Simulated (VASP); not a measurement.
Wanted: the native input for a VASP 6.6.1 run.

- Task: single point
- Functional: PBE
- Dispersion: D3(BJ)
- Potentials or basis: VASP PAW PBE potentials, release 64 (Si, O)
- Cutoff: 520 eV
- k mesh: 2 × 2 × 2
- Occupations: fermi-dirac, width 0.05 eV
- Spin: collinear spin, zero start
- Starting moments: [0.0, 0.0, 0.0, 0.0, 0.0, 0.0, 0.0, 0.0, 0.0, 0.0, 0.0, 0.0, 0.0, 0.0, 0.0, 0.0, 0.0] μB
- Dipole correction: no
- Further INCAR settings: LREAL = Auto; ALGO = Normal; EDIFF = 1e-06; NBANDS = 53

The structure of Si16O (a cell with a defect) lies in POSCAR:

```
Si16O
1.0
    0.0000000000      5.4300000000      5.4300000000
    5.4300000000      0.0000000000      5.4300000000
    5.4300000000      5.4300000000      0.0000000000
Si O
16 1
Direct
   -0.0106948435      0.0119246777     -0.0098688766
    0.1212492634      0.1333700737      0.1118877532
   -0.0131246777      0.0152670350      0.4872767956
    0.1147542357      0.1275094843      0.6163932781
   -0.0134879374      0.5080523941     -0.0178177716
    0.1137195212      0.6382699816      0.0945362799
    0.0017923573      0.4945606814      0.4630918048
    0.1520211786      0.6531303867      0.6221526703
    0.4953324125      0.0172860037     -0.0071139963
    0.6152910681      0.1457093002      0.1189174033
    0.4905917127      0.0284128913      0.4934581952
    0.6143053407      0.1550103131      0.6186972376
    0.4894785451      0.5203700737     -0.0003382136
    0.6145066298      0.6429694291      0.1275110497
    0.5245128913      0.5287537753      0.5021110497
    0.6436351750      0.6554992634      0.6272456722
    0.1939587477      0.5300158379      0.4716872928
```

These files were run (other wordings do the same):

INCAR

```
  PREC = Accurate
  ENCUT = 520
  EDIFF = 1E-6
  ISMEAR = -1
  SIGMA = 0.05
  LREAL = Auto
  LASPH = True
  NELM = 150
  ALGO = Normal
  ISIF = 2
  LWAVE = False
  LCHARG = False
  ISPIN = 2
  MAGMOM = 0 0 0 0 0 0 0 0 0 0 0 0 0 0 0 0 0
  LORBIT = 11
  GGA = PE
  IVDW = 12
  NBANDS = 53
```

KPOINTS

```
regular mesh
0
Gamma
  2 2 2
```

Potentials or basis: VASP PAW PBE potentials, release 64 (Si, O).

Run with:

```bash
$ cat potpaw_PBE.64/Si/POTCAR potpaw_PBE.64/O/POTCAR > POTCAR
$ mpirun -np 1 vasp_std > vasp.out
```

It gave:

```json
{
  "Pressure": "2.1 GPa",
  "Largest force": "0.252 eV/Å",
  "Band gap on the k mesh": "0.48 eV",
  "Net moment": "0.00 μB per cell",
  "Valence electrons inside the program's atomic spheres": "Si 1.70, 1.69, 1.73, 1.72, 1.71 (each value once); O 5.18",
  "Dispersion energy per atom": "-0.307 eV"
}
```

Caveat: the k points lie up to 0.50 Å⁻¹ apart.

Run time: 7.8 min on 1 thread of Intel(R) Xeon(R) Platinum 8488C (Sapphire Rapids) (shared host), peak memory 0.71 GiB.
